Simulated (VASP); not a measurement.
Write the native input for VASP 6.6.1 that does the following.

```
Task                   : single point
Functional             : PBE
Potentials or basis    : VASP PAW PBE potentials, release 64 (Ta_pv)
Cutoff                 : 520 eV
k mesh                 : 13 × 13 × 13
Occupations            : fermi-dirac, width 0.1 eV
Spin                   : no spin polarisation
Dipole correction      : no
Further INCAR settings : ALGO = Normal; EDIFF = 1e-07; NBANDS = 12
```

The structure of Ta lies in POSCAR:

```
Ta
1.0
    2.8601010224     -0.0000000158     -0.0000000274
   -0.9533669925      2.6965291090     -0.0000000274
   -0.9533669925     -1.3482645149      2.3352627333
Ta
1
Direct
    0.0000000000      0.0000000000      0.0000000000
```

One way to write it, as run:

INCAR

```
PREC = Accurate
ENCUT = 520
EDIFF = 1E-7
ISMEAR = -1
SIGMA = 0.1
LREAL = False
LASPH = True
NELM = 80
ALGO = Normal
ISIF = 2
LWAVE = False
LCHARG = False
GGA = PE
NBANDS = 12
```

KPOINTS

```
Automatic mesh
0
Gamma
  13 13 13
```

Potentials or basis: VASP PAW PBE potentials, release 64 (Ta_pv).

The run is started by

```sh
$ cat potpaw_PBE.64/Ta_pv/POTCAR > POTCAR
$ mpirun -np 1 vasp_std > vasp.out
```

Results of the run:

The pressure is 3.6 GPa.

Run time: 6.4 s on 1 thread of Intel(R) Xeon(R) 6975P-C (Granite Rapids), on a shared host, peak memory 0.15 GiB.
